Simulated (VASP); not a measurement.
Si: single point with PBE

Si:

```
Si
1.0
     0.00000    2.66004    2.66004
     2.66004    0.00000    2.66004
     2.66004    2.66004    0.00000
Si
2
Direct
  0.50000 0.50000 0.50000
  0.75000 0.75000 0.75000
```

This cell differs from its parent crystal: volume scaled by 0.94.

| Item | Value |
| --- | --- |
| Program | VASP 6.6.1 |
| Task | single point |
| Functional | PBE |
| Potentials or basis | VASP PAW PBE potentials, release 64 (Si) |
| Cutoff | 520 eV |
| k mesh | 11 × 11 × 11 |
| Occupations | fermi-dirac, width 0.08 eV |
| Spin | no spin polarisation |

```yaml
Pressure: 8.8 GPa
Band_gap_on_the_k_mesh: 0.47 eV, indirect (least direct gap 2.59 eV)
```

Levels at points of the mesh, in eV from the valence-band top:
```tsv
k point	band 1	band 2	band 3	band 4	band 5	band 6	band 7	band 8	band 9
(0.00, 0.00, 0.00)	-12.39	0.00	0.00	0.00	2.59	2.59	2.59	4.10	7.75
```

Wall time 25 s on 1 thread of Intel Xeon 8259CL (shared host), peak memory 0.16 GiB.

 A k mesh can miss the band edges.
